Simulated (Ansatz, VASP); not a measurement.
# AlRu: VASP beside Ansatz

The input INCAR:

```
PREC = Accurate ; ENCUT = 520
EDIFF = 1E-6 ; ISMEAR = 0
SIGMA = 0.15 ; LREAL = F
LASPH = T ; NELM = 100
ALGO = Fast ; ISIF = 2
LWAVE = F ; LCHARG = F
GGA = PS ; NBANDS = 16
```

Contents of KPOINTS:

```
Automatic mesh
0
Gamma
  16 16 16
```

Contents of POSCAR:

```
AlRu
1.0
    2.9916000000      0.0000000000      0.0000000000
    0.0000000000      2.9916000000      0.0000000000
    0.0000000000      0.0000000000      2.9916000000
Al Ru
1 1
Direct
    0.0000000000      0.0292485626      0.0000000000
    0.5000000000      0.5000000000      0.5000000000
```

Input for Ansatz:

```yaml
crystal:
  lattice:
    - [2.9916, 0.0, 0.0]
    - [0.0, 2.9916, 0.0]
    - [0.0, 0.0, 2.9916]
  atoms:
    - { symbol: Al, position: [0.0, 0.0292485626, 0.0] }
    - { symbol: Ru, position: [0.5, 0.5, 0.5] }
basis:
  ecutwfc: 420
kpoints:
  mp_grid: { grid: [16, 16, 16] }
hamiltonian:
  xc: pbesol
scf:
  occupations: { method: gaussian, width: 0.15 }
output:
  forces: true
  stress: true
  eigenvalues: true
```

Change from the starting cell: all Al atoms moved +0.087 Å, as atom 1 along Cartesian [0 1 0].

Alike in both runs: task single point; functional PBEsol; k mesh 16 × 16 × 16; occupations gaussian, width 0.15 eV; no spin polarisation.

|  | VASP | Ansatz |
| --- | --- | --- |
| version | VASP 6.6.1 | Ansatz 0.2.0 |
| potentials or method | VASP PAW PBE potentials, release 64 (Al, Ru_pv), cutoff 520 eV | scalar-relativistic, plane waves, PAW |
| valence electrons in the cell | 17 | 19 |

Ansatz gave:

```
gap on the k mesh at the Fermi level (eV)                     : none
pressure (GPa)                                                : -2.6
traceless stress, the component that is largest in VASP (GPa) : -0.39
rms of the force components (eV/Å)                            : 0.383
```

Problem. Estimate VASP's values.

Solution. gap on the k mesh at the Fermi level (eV): none; pressure (GPa): -2.6; traceless stress, the component that is largest in VASP (GPa): -0.40; rms of the force components (eV/Å): 0.387.

VASP's potentials were made for PBE, not for PBEsol. Atom by atom the forces differ by 0.004 eV/Å (rms over components). A gap of «none» marks a metal or a gap that the smearing closes. The functional is the same, so the differences come from potentials, cutoffs and numerics. VASP's potentials hold 17 valence electrons a cell and Ansatz's 19, so a difference there can come from the potentials and not from the codes.
